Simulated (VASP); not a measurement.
A run of VASP 6.6.1:

File INCAR:

```
SYSTEM = Si63Se
PREC = Accurate ; ENCUT = 400
EDIFF = 1E-6 ; ISMEAR = -1
SIGMA = 0.05 ; LREAL = Auto
LASPH = .True. ; NELM = 200
ALGO = Normal ; ISIF = 2
LWAVE = .False. ; LCHARG = .False.
ISPIN = 2 ; MAGMOM = 0 0 0 0 0 0 0 0 0 0 0 0 0 0 0.2 0 0 0 0 0 0 0 0 0 0.2 0 0 0 0 0 0 0 0 0 0 0 0 0 0 0 0 0.2 0 0 0 0 0 0 0 0 0 0 0 0 0 0 0 0 0 0.2 0 0 0 0.2
LORBIT = 11 ; GGA = PS
NBANDS = 171 ; NELECT = 257.0
ISYM = -1 ; GGA_COMPAT = .False.
```

KPOINTS

```
explicit points
1
Reciprocal
  0.25000000   0.25000000   0.25000000 1
```

The input POSCAR:

```
Si63Se
1.0
   10.8655790000      0.0000000000      0.0000000000
    0.0000000000     10.8655790000      0.0000000000
    0.0000000000      0.0000000000     10.8655790000
Si Se
63 1
Direct
    0.9997590000      0.9998060000      0.9998540000
    0.9988710000      0.9990960000      0.4986790000
    0.9988860000      0.4986540000      0.9990270000
    0.0005390000      0.5002530000      0.5002220000
    0.4985440000      0.9990640000      0.9989930000
    0.5001600000      0.0006300000      0.5002180000
    0.5001690000      0.5002330000      0.0006110000
    0.1248150000      0.1248920000      0.1250700000
    0.1242160000      0.1243580000      0.6251460000
    0.1240680000      0.6251270000      0.1243000000
    0.1249200000      0.6255070000      0.6257270000
    0.6249090000      0.1243460000      0.1244310000
    0.6255130000      0.1248290000      0.6257960000
    0.6254510000      0.6254910000      0.1251850000
    0.6313440000      0.6314020000      0.6316010000
    0.2493530000      0.2494610000      0.9994650000
    0.2481300000      0.2483510000      0.4975380000
    0.2491140000      0.7499850000      0.0000320000
    0.2483610000      0.7523670000      0.5020390000
    0.7497700000      0.2493240000      0.0000720000
    0.7521410000      0.2485520000      0.5021110000
    0.7500410000      0.7501090000      0.0000040000
    0.7506770000      0.7509050000      0.4972350000
    0.3747890000      0.3747440000      0.1237630000
    0.3662890000      0.3661190000      0.6353210000
    0.3742600000      0.8748930000      0.1247060000
    0.3750670000      0.8766170000      0.6251230000
    0.8747590000      0.3743320000      0.1248520000
    0.8767000000      0.3750080000      0.6252070000
    0.8751310000      0.8751530000      0.1250020000
    0.8749550000      0.8749260000      0.6260230000
    0.2493960000      0.9992260000      0.2495040000
    0.2492210000      0.9998910000      0.7498690000
    0.2480530000      0.4973770000      0.2480680000
    0.2486920000      0.5018280000      0.7522540000
    0.7498200000      0.9999290000      0.2492550000
    0.7501750000      0.9996840000      0.7503250000
    0.7521240000      0.5018090000      0.2488280000
    0.7508500000      0.4970780000      0.7508770000
    0.3745560000      0.1237540000      0.3748580000
    0.3741010000      0.1247230000      0.8748990000
    0.3652610000      0.6359890000      0.3655840000
    0.3748780000      0.6251760000      0.8767960000
    0.8746040000      0.1247370000      0.3744110000
    0.8750410000      0.1249650000      0.8753400000
    0.8764830000      0.6251750000      0.3751960000
    0.8747800000      0.6259190000      0.8750940000
    0.9991410000      0.2494050000      0.2495770000
    0.9999060000      0.2492480000      0.7500910000
    0.9998270000      0.7499250000      0.2494390000
    0.9996950000      0.7500700000      0.7502920000
    0.4973010000      0.2482700000      0.2484560000
    0.5017710000      0.2485100000      0.7523740000
    0.5017010000      0.7523020000      0.2486210000
    0.4970020000      0.7508250000      0.7510070000
    0.1236570000      0.3748060000      0.3747460000
    0.1247470000      0.3743470000      0.8749070000
    0.1246040000      0.8749040000      0.3744010000
    0.1248600000      0.8751910000      0.8751340000
    0.6352880000      0.3660340000      0.3664050000
    0.6250510000      0.3750370000      0.8766520000
    0.6250370000      0.8766560000      0.3750500000
    0.6258610000      0.8749270000      0.8750940000
    0.4991710000      0.4993470000      0.4992760000
```

Potentials or basis: VASP PAW PBE potentials, release 64 (Si, Se).

Launch:

```bash
$ cat potpaw_PBE.64/Si/POTCAR potpaw_PBE.64/Se/POTCAR > POTCAR
$ mpirun -np 1 vasp_std > vasp.out
```

Hardware: 1 thread of Intel(R) Xeon(R) Platinum 8488C (Sapphire Rapids), with other jobs on the host.

Question: How long does it take, and how much memory?

Answer: Wall time 7 min on 1 thread of Intel(R) Xeon(R) Platinum 8488C (Sapphire Rapids), on a shared host, peak memory 1.1 GiB. Counts: scf iterations 18, k points 1.
